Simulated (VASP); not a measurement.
Crystal: BeS.

```
CELL_PARAMETERS angstrom
0.00000 2.43431 2.43431
2.43431 0.00000 2.43431
2.43431 2.43431 0.00000
ATOMIC_POSITIONS crystal
Be 0.00000 0.00000 0.00000
S 0.25000 0.25000 0.25000
```

Program: VASP 6.6.1. Alike in all runs: task single point; no spin polarisation; cell as given; k mesh 4 × 4 × 4; cutoff (eV) 520; smearing gaussian 0.01 eV.

Task: Order these runs on this cell by their band gap on the k mesh, lowest first.
A. level r2SCAN; potentials or basis VASP PAW PBE potentials, release 64 (Be, S)
B. level HSE06; potentials or basis VASP PAW PBE potentials, release 64 (Be, S); grid for exact exchange (PRECFOCK) Normal; screening parameter 0.2079 1/Å
C. level LDA; potentials or basis VASP PAW LDA potentials, release 64 (Be, S)
D. level PBE; potentials or basis VASP PAW PBE potentials, release 64 (Be, S)

Result: C (2.91 eV), D (3.12 eV), A (3.59 eV), B (4.08 eV).

Caveats: all runs use coarse meshes.

A k mesh can miss the band edges.
